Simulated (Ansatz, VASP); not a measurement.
Two plane-wave programs on Cu

Contents of INCAR:

```
PREC = Accurate ; ENCUT = 600
EDIFF = 1E-7 ; ISMEAR = -1
SIGMA = 0.1 ; LREAL = False
LASPH = True ; NELM = 60
ALGO = Normal ; ISIF = 3
LWAVE = False ; LCHARG = False
GGA = PE ; IBRION = 2
NSW = 80 ; EDIFFG = -0.01
```

The input KPOINTS:

```
Automatic mesh
0
Gamma
  13 13 13
```

Contents of POSCAR:

```
Cu
1.0
    2.3364585681      0.0000000000      0.0000000000
    0.0000000000      2.3364585681      0.0000000000
    0.0000000000      0.0000000000      2.3364585681
Cu
1
Direct
    0.0000000000      0.0000000000      0.0000000000
```

Input for Ansatz:

```yaml
crystal:
  lattice:
    - [2.3364585681, 0.0, 0.0]
    - [0.0, 2.3364585681, 0.0]
    - [0.0, 0.0, 2.3364585681]
  atoms:
    - { symbol: Cu, position: [0.0, 0.0, 0.0] }
hamiltonian:
  xc: pbe
  pseudopotentials:
    kind: paw
    azcp:
      Cu: "pseudopotentials/Cu.paw.azcp"
basis:
  ecutwfc: 420
  fft_grid_basis: typed
kpoints:
  mp_grid: { grid: [13, 13, 13], shift: [0, 0, 0] }
magnetization:
  spin_polarized: false
scf:
  occupations: { method: fermi_dirac, width: 0.1 }
relax:
  max_steps: 60
  f_tol: 0.01
  cell: {}
```

Alike in both runs: task relaxation of cell and atoms; functional PBE; k mesh 13 × 13 × 13; occupations fermi-dirac, width 0.1 eV; no spin polarisation.

|  | VASP | Ansatz |
| --- | --- | --- |
| version | VASP 6.6.1 | Ansatz 0.2.0 |
| potentials or method | VASP PAW PBE potentials, release 64 (Cu), cutoff 600 eV | plane waves (420 eV) with PAW, scalar-relativistic |
| valence electrons in the cell | 11 | 19 |

|  | VASP | Ansatz | Ansatz less VASP |
| --- | --- | --- | --- |
| relaxed volume (Å³/atom) | 13.99 | 13.94 | -0.052 |
| relaxed cell length with the largest relative difference (Å) | 2.410 | 2.407 | -0.0030 |

VASP's potentials hold 11 valence electrons a cell and Ansatz's 19, so a difference there can come from the potentials and not from the codes.
